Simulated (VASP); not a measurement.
# C in VASP: single point with PBEsol+D3(BJ)

Aim: the single point of C with PBEsol+D3(BJ).

Everything below comes from runs of VASP 6.6.1. Logs are shortened: lines on timing, memory, paths and dates and some standing lists are left out, and cuts for length are marked.

### 1 The cell of the first run

The cell holds a slab with vacuum, 2 atoms: a = 2.458 Å, b = 2.458 Å, c = 20.953 Å, α = 90.00°, β = 90.00°, γ = 120.00°.

### 2 Single point, PBEsol+D3(BJ)

INCAR reads:

```
ALGO = Normal
DIPOL = 0.5 0.5 0.673
EDIFF = 1E-6
ENCUT = 520
GGA = PS
GGA_COMPAT = False
IDIPOL = 3
ISIF = 2
ISMEAR = 0
IVDW = 12
LASPH = True
LCHARG = True
LDIPOL = True
LELF = True
LREAL = False
LVACPOTAV = True
LVHAR = True
LWAVE = False
NBANDS = 11
NELM = 120
NELMDL = -8
PREC = Accurate
SIGMA = 0.04
```

KPOINTS reads:

```
k-points
0
Gamma
  15 15 1
```

POSCAR reads:

```
C
1.0
    2.4583702521      0.0000000000      0.0000000000
   -1.2291851261      2.1290110902      0.0000000000
    0.0000000000      0.0000000000     20.9526120471
C
2
Direct
    1.0000000000      0.0000000000      0.6732050445
    0.3333333333      0.6666666667      0.6731419819
```

Potentials or basis: VASP PAW PBE potentials, release 64 (C).

Run with:

```sh
$ cat potpaw_PBE.64/C/POTCAR > POTCAR
$ mpirun -np 1 vasp_std > vasp.out
```

OUTCAR:

```text
EDIFF = 1E-6
   ENCUT = 520
   GGA = PS
   ISIF = 2
   ISMEAR = 0
   IVDW = 12
   LASPH = True
   LREAL = False
   NELM = 120
   NELMDL = -8
   PREC = Accurate
 IVDW          = 12

 ion  position               nearest neighbor table
   1  0.000  0.000  0.673-   2 1.42   2 1.42   2 1.42
   2  0.333  0.667  0.673-   1 1.42   1 1.42   1 1.42

  LATTYP: Found a hexagonal cell.
 ALAT       =     2.4583702521
 C/A-ratio  =     8.5229684297

  Lattice vectors:

 A1 = (   2.4583702521,   0.0000000000,   0.0000000000)
 A2 = (  -1.2291851261,   2.1290110902,   0.0000000000)
 A3 = (   0.0000000000,   0.0000000000,  20.9526120471)

Analysis of symmetry for initial positions (statically):
=====================================================================
 Subroutine PRICEL returns:
 Original cell was already a primitive cell.

 Routine SETGRP: Setting up the symmetry group for a
 hexagonal supercell.

 Subroutine GETGRP returns: Found 12 space group operations
 (whereof  6 operations were pure point group operations)
 out of a pool of 24 trial point group operations.

The static configuration has the point symmetry C_3v.
 The point group associated with its full space group is D_3d.

Analysis of symmetry for dynamics (positions and initial velocities):
=====================================================================
 Subroutine PRICEL returns:
 Original cell was already a primitive cell.

 Routine SETGRP: Setting up the symmetry group for a
 hexagonal supercell.

 Subroutine GETGRP returns: Found 12 space group operations
 (whereof  6 operations were pure point group operations)
 out of a pool of 24 trial point group operations.

The dynamic configuration has the point symmetry C_3v.
 The point group associated with its full space group is D_3d.

 Subroutine INISYM returns: Found 12 space group operations
 (whereof  6 operations are pure point group operations),
 and found     1 'primitive' translations

----------------------------------------------------------------------------------------

                                     Primitive cell

  volume of cell :     109.6638

  direct lattice vectors                    reciprocal lattice vectors
     2.458370252  0.000000000  0.000000000     0.406773552  0.234850820  0.000000000
    -1.229185126  2.129011090  0.000000000     0.000000000  0.469701640  0.000000000
     0.000000000  0.000000000 20.952612047     0.000000000  0.000000000  0.047726746

  length of vectors
     2.458370252  2.458370252 20.952612047     0.469701640  0.469701640  0.047726746

  position of ions in fractional coordinates (direct lattice)
     0.000000000  0.000000000  0.673205045
     0.333333333  0.666666667  0.673141982

  ion indices of the primitive-cell ions
   primitive index   ion index
                 1           1
                 2           2

----------------------------------------------------------------------------------------

 KPOINTS: k-points

Automatic generation of k-mesh.
 Grid dimensions read from file:
 generate k-points for:   15   15    1

 Generating k-lattice:

  Cartesian coordinates                     Fractional coordinates (reciprocal lattice)
     0.027118237  0.015656721  0.000000000     0.066666667  0.000000000  0.000000000
     0.000000000  0.031313443  0.000000000     0.000000000  0.066666667  0.000000000
     0.000000000  0.000000000  0.047726746     0.000000000  0.000000000  1.000000000

  Length of vectors
     0.031313443  0.031313443  0.047726746

  Shift w.r.t. Gamma in fractional coordinates (k-lattice)
     0.000000000  0.000000000  0.000000000

 Subroutine IBZKPT returns following result:
 ===========================================

 Found     27 irreducible k-points:

 Following reciprocal coordinates:
            Coordinates               Weight
  0.000000  0.000000  0.000000      1.000000
  0.066667  0.000000  0.000000      6.000000
  0.133333  0.000000  0.000000      6.000000
  0.200000  0.000000  0.000000      6.000000
  0.266667  0.000000  0.000000      6.000000
  0.333333  0.000000  0.000000      6.000000
[... 16 lines left out ...]
  0.333333  0.200000  0.000000     12.000000
  0.400000  0.200000  0.000000      6.000000
 [... further k-points ...]
   k-points           NKPTS =     27   k-points in BZ     NKDIM =     27   number of bands    NBANDS=     11
   number of dos      NEDOS =    301   number of ions     NIONS =      2
   total plane-waves  NPLWV =  51840
   dimension x,y,z NGX =    18 NGY =   18 NGZ =  160
   dimension x,y,z NGXF=    36 NGYF=   36 NGZF=  320
   ions per type =               2
   NGX,Y,Z   is equivalent  to a cutoff of  12.17, 12.17, 12.70 a.u.
   NGXF,Y,Z  is equivalent  to a cutoff of  24.34, 24.34, 25.39 a.u.
 SYSTEM =  unknown system
   PREC   = accura    normal or accurate (medium, high low for compatibility)
   ISTART =      0    job   : 0-new  1-cont  2-samecut
   ICHARG =      2    charge: 1-file 2-atom 10-const
   ISPIN  =      1    spin polarized calculation?
   LNONCOLLINEAR =      F non collinear calculations
   LSORBIT =      F    spin-orbit coupling
   LASPH  =      T    aspherical Exc in radial PAW
   ENCUT  =  520.0 eV  38.22 Ry    6.18 a.u.   4.57  4.57 38.96*2*pi/ulx,y,z
   NELM   =    120;   NELMIN=  2; NELMDL= -8     # of ELM steps
   EDIFF  = 0.1E-05   stopping-criterion for ELM
   LREAL  =      F    real-space projection
   EDIFFG = 0.1E-04   stopping-criterion for IOM
   NSW    =      0    number of steps for IOM
   IBRION =     -1    ionic relax: 0-MD 1-quasi-New 2-CG
   NFREE  =      0    steps in history (QN), initial steepest desc. (CG)
   ISIF   =      2    stress and relaxation
   ISYM   =      2    0-nonsym 1-usesym 2-fastsym
   POTIM  = 0.5000    time-step for ionic-motion
   TEBEG  =    0.0;   TEEND  =   0.0 temperature during run
   PSTRESS=    0.0 pullay stress
   NELECT =       8.0000    total number of electrons
   NUPDOWN=      -1.0000    fix difference up-down
   EMIN   =  10.00;   EMAX   =-10.00  energy-range for DOS
   EFERMI =   0.00;   METHOD = LEGACY
   ISMEAR =     0;   SIGMA  =   0.04  broadening in eV -4-tet -1-fermi 0-gaus
   EFERMI_NEDOS =   21; number of points for ismear=-14 and -15
   IALGO  =     38    algorithm
   IMIX   =      4    mixing-type and parameters
     AMIX     =   0.40;   BMIX     =  1.00
     AMIX_MAG =   1.60;   BMIX_MAG =  1.00
  volume/ion in A,a.u.               =      54.83       370.02
  Fermi-wavevector in a.u.,A,eV,Ry     =   0.684043  1.292655  6.366376  0.467915
  Thomas-Fermi vector in A             =   1.763582
   LORBIT       =      0    0 simple, 1 ext, 2 COOP (PROOUT), +10 PAW based schemes
   GGA     = PS    functional components
   LHFCALC =     F    Hartree Fock is set to
   AEXX    =    0.0000 exact exchange contribution
   IVDW    =    12    specifies the selected vdW correction
   LEPSILON=     F    determine dielectric tensor
   LRPA    =     F    only Hartree local field effects (RPA)
 non-spin polarized calculation
 Gauss-broadening in eV      SIGMA  =   0.04
  energy-cutoff  :      520.00
  volume of cell :      109.66
 maximum number of plane-waves:      2990
   NGX =  9   NGY =  9   NGZ = 77

 dipolmoment           0.000000      0.000000      0.000005 electrons x Angstroem

 number of electron       7.9999998 magnetization

 dipolmoment           0.000000      0.000000     -0.000004 electrons x Angstroem

 Free energy of the ion-electron system (eV)
  ---------------------------------------------------
  ext. energy  EPLUGINS =         0.00000000
  ---------------------------------------------------
  free energy    TOTEN  =       -19.28057639 eV

  energy without entropy =      -19.28017519  energy(sigma->0) =      -19.28037579

 E-fermi :  -2.8612     XC(G=0):  -2.0899

 val. band max:       -2.8612024207   @ k =   0.3333   0.3333   0.0000
 cond. band min:      -2.8612021456   @ k =   0.3333   0.3333   0.0000
 fundamental gap:      0.0000002751
 Fermi energy:        -2.8612022830

 k-point     1 :       0.0000    0.0000    0.0000
  band No.  band energies     occupation
      1     -22.4199      2.00000
      2     -10.5727      2.00000
      3      -5.8639      2.00000
      4      -5.8639      2.00000
      5       0.5183      0.00000
      6       1.3210      0.00000
      7       1.4883      0.00000
      8       2.4078      0.00000
      9       2.7929      0.00000
     10       4.8536      0.00000
     11       5.4821      0.00000

 k-point     2 :       0.0667    0.0000    0.0000
  band No.  band energies     occupation
      1     -22.3143      2.00000
      2     -10.4459      2.00000
      3      -6.2895      2.00000
      4      -6.0901      2.00000
      5       0.6614      0.00000
      6       1.4665      0.00000
      7       1.6354      0.00000
      8       2.5537      0.00000
      9       2.9383      0.00000
     10       4.4567      0.00000
     11       4.9930      0.00000

 k-point     3 :       0.1333    0.0000    0.0000
  band No.  band energies     occupation
      1     -21.9980      2.00000
      2     -10.0678      2.00000
      3      -7.4214      2.00000
      4      -6.6624      2.00000
      5       1.0907      0.00000
      6       1.9024      0.00000
      7       2.0768      0.00000
      8       2.9910      0.00000
      9       3.3745      0.00000
     10       4.8893      0.00000
     11       5.3772      0.00000

 k-point     4 :       0.2000    0.0000    0.0000
  band No.  band energies     occupation
      1     -21.4733      2.00000
      2      -9.4452      2.00000
      3      -8.9754      2.00000
      4      -7.3766      2.00000
      5       1.8056      0.00000
      6       2.6263      0.00000
      7       2.8125      0.00000
      8       3.7175      0.00000
      9       4.1001      0.00000
     10       5.3946      0.00000
     11       5.5773      0.00000

 k-point     5 :       0.2667    0.0000    0.0000
  band No.  band energies     occupation
      1     -20.7443      2.00000
      2     -10.7159      2.00000
      3      -8.5931      2.00000
      4      -8.0704      2.00000
      5       2.8036      0.00000
      6       3.5842      0.00000
      7       3.8422      0.00000
      8       4.0314      0.00000
      9       4.7587      0.00000
     10       5.0440      0.00000
     11       5.2392      0.00000
[... 211 lines left out ...]
 k-point    21 :       0.2000    0.2000    0.0000
  band No.  band energies     occupation
      1     -19.6163      2.00000
      2     -11.7707      2.00000
      3     -10.3642      2.00000
      4      -7.2940      2.00000
      5       2.0850      0.00000
      6       4.3721      0.00000
      7       5.2009      0.00000
      8       5.4613      0.00000
      9       6.3124      0.00000
     10       6.7190      0.00000
     11       7.9632      0.00000

 k-point    22 :       0.2667    0.2000    0.0000
  band No.  band energies     occupation
      1     -18.6132      2.00000
      2     -13.0629      2.00000
      3     -11.1882      2.00000
      4      -6.1880      2.00000
      5       0.5928      0.00000
      6       5.7806      0.00000
      7       6.5670      0.00000
      8       6.9319      0.00000
      9       7.7053      0.00000
     10       8.1122      0.00000
     11       8.2921      0.00000

 k-point    23 :       0.3333    0.2000    0.0000
  band No.  band energies     occupation
      1     -17.4564      2.00000
      2     -14.5073      2.00000
      3     -11.6117      2.00000
      4      -5.0363      2.00000
      5      -0.8142      0.00000
      6       7.4316      0.00000
      7       7.9354      0.00000
      8       8.1102      0.00000
      9       8.6972      0.00000
     10       9.1806      0.00000
     11       9.9006      0.00000

 k-point    24 :       0.4000    0.2000    0.0000
  band No.  band energies     occupation
      1     -16.4955      2.00000
      2     -15.5803      2.00000
      3     -11.7433      2.00000
      4      -4.3763      2.00000
      5      -1.5642      0.00000
      6       8.0329      0.00000
      7       8.4480      0.00000
      8       9.1836      0.00000
      9       9.3948      0.00000
     10      10.4670      0.00000
     11      10.7447      0.00000

 [... further k-points ...]

------------------------ aborting loop because EDIFF is reached ----------------------------------------

 Edisp (eV)   -0.09826

 E8    (eV) :    -0.0506

  FORCE on cell =-STRESS in cart. coord.  units (eV):
  Direction    XX          YY          ZZ          XY          YZ          ZX
  --------------------------------------------------------------------------------------
  -------------------------------------------------------------------------------------
  Total       0.12509     0.12509    -0.01047    -0.00000     0.00000     0.00000
  in kB       1.82756     1.82756    -0.15294    -0.00000     0.00000     0.00000
  external pressure =        1.17 kB  Pullay stress =        0.00 kB

 VOLUME and BASIS-vectors are now :
 -----------------------------------------------------------------------------
  energy-cutoff  :      520.00
  volume of cell :      109.66
      direct lattice vectors                 reciprocal lattice vectors
     2.458370252  0.000000000  0.000000000     0.406773552  0.234850820  0.000000000
    -1.229185126  2.129011090  0.000000000     0.000000000  0.469701640  0.000000000
     0.000000000  0.000000000 20.952612047     0.000000000  0.000000000  0.047726746

 POSITION                                       TOTAL-FORCE (eV/Angst)
 -----------------------------------------------------------------------------------
      0.00000      0.00000     14.10540        -0.000000      0.000000     -0.022341
     -0.00000      1.41934     14.10408         0.000000     -0.000000      0.022341
 -----------------------------------------------------------------------------------
    total drift:                                0.000000     -0.000000     -0.000042

  FREE ENERGIE OF THE ION-ELECTRON SYSTEM (eV)
  ---------------------------------------------------
  free  energy   TOTEN  =       -19.3788347875 eV

  energy  without entropy=      -19.3784335861  energy(sigma->0) =      -19.37863419

 vacuum level on the upper side and lower side of the slab         1.443         1.443
```

Run time: 26 s. Hardware: 1 thread of AMD EPYC 9R45 (Zen 5), shared host; peak memory 0.18 GiB.

Results:

```yaml
Free_energy: -19.3788 eV
Largest_force: 0.022 eV/Å
Band_gap_on_the_k_mesh: zero (filled and empty bands touch)
Dispersion_energy_per_atom: -0.049 eV
```

Forces in eV/Å, atoms in the order of the input:
```
C    0.000  0.000 -0.022
C    0.000  0.000  0.022
```

Levels at points of the mesh, in eV from the Fermi level:
```csv
k point,band 1,band 2,band 3,band 4,band 5,band 6,band 7,band 8,band 9
"(0.00, 0.00, 0.00)",-19.56,-7.71,-3.00,-3.00,3.38,4.18,4.35,5.27,5.65
```

Caveat: the PAW data sets were made with another functional, which shifts forces and pressure a little.
